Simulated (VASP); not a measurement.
Ga2GeSe2, 5 atoms in the cell. It takes space group P-3m1 (No. 164, trigonal). Conventional cell: a = 3.697 Å, b = 3.697 Å, c = 9.929 Å, α = 90.00°, β = 90.00°, γ = 120.00°. Ga (site symmetry 3m) has 3 Se at 2.50 Å and 3 Ge at 2.90 Å within 3.3 Å. Ge (site symmetry -3m) has 6 Ga at 2.90 Å and 6 Ge at 3.70 Å and 6 Se at 3.90 Å within 3.9 Å. Se (site symmetry 3m) has 3 Ga at 2.50 Å within 3.3 Å. The cell was generated, and may not be a known phase.

| Quantity | Value |
| --- | --- |
| Program | VASP 6.6.1 |
| Task | single point |
| Functional | PBE |
| Potentials or basis | VASP PAW PBE potentials, release 64 (Ga_d, Ge_d, Se) |
| Cutoff | 520 eV |
| k mesh | 6 × 6 × 2 |
| Occupations | gaussian, width 0.1 eV |
| Spin | no spin polarisation |
| Dipole correction | no |
| Further INCAR settings | ALGO = Normal; EDIFF = 1e-06; NBANDS = 34 |

Potentials or basis: VASP PAW PBE potentials, release 64 (Ga_d, Ge_d, Se).

Run with:

```bash
$ cat potpaw_PBE.64/Ga_d/POTCAR potpaw_PBE.64/Ge_d/POTCAR potpaw_PBE.64/Se/POTCAR > POTCAR
$ mpirun -np 1 vasp_std > vasp.out
```

Hardware: 1 thread of Intel Xeon 8259CL, on a shared host.

**Question.** Estimate the wall time of this run.

**Answer.** It took 2.2 min on 1 thread of Intel Xeon 8259CL (shared host), peak memory 0.26 GiB. Counts: scf iterations 14, k points 14.
